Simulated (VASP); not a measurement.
Input of a VASP 6.6.1 run:

File POSCAR:

```
As
1.0
    4.4506334494      0.0000000000      0.0000000000
   -2.2253167247      3.8543616301      0.0000000000
    0.0000000000      0.0000000000      2.8716763602
As
2
Direct
    0.3333333333      0.6666666667      0.0000000000
    0.6666666667      0.3333333333      0.0000000000
```

INCAR.step1

```
SYSTEM = As
ALGO = Normal
EDIFF = 1E-5
ENCUT = 520
GGA = PE
ISIF = 2
ISMEAR = -1
LASPH = .TRUE.
LCHARG = .FALSE.
LREAL = .FALSE.
LWAVE = .TRUE.
NBANDS = 12
NELM = 60
PREC = Accurate
SIGMA = 0.05
```

Contents of INCAR.step2:

```
SYSTEM = As
AEXX = 0.25
ALGO = Normal
EDIFF = 1E-7
ENCUT = 520
GGA = PE
HFSCREEN = 0.3
ISIF = 2
ISMEAR = -1
ISTART = 1
LASPH = .TRUE.
LCHARG = .FALSE.
LHFCALC = .TRUE.
LREAL = .FALSE.
LWAVE = .FALSE.
NBANDS = 12
NELM = 60
PREC = Accurate
PRECFOCK = Normal
SIGMA = 0.05
```

File KPOINTS:

```
k-points
0
G
  4 4 5
  0 0 0
```

Potentials or basis: VASP PAW PBE potentials, release 64 (As).

Launch:

```console
$ cat potpaw_PBE.64/As/POTCAR > POTCAR
$ cp INCAR.step1 INCAR
$ mpirun -np 1 vasp_std > vasp.out
$ cp INCAR.step2 INCAR
$ mpirun -np 1 vasp_std > vasp.out
```

Question: Predict the band gap on the k mesh.

Answer: Zero (bands 5 and 6 overlap by 4.43 eV).

Question: Predict the pressure.

Answer: -0.3 GPa.

Caveat: the k points lie up to 0.44 Å⁻¹ apart, too coarse for converged energies and pressures of a metal; the PAW data sets were made with another functional, which shifts forces and pressure a little.
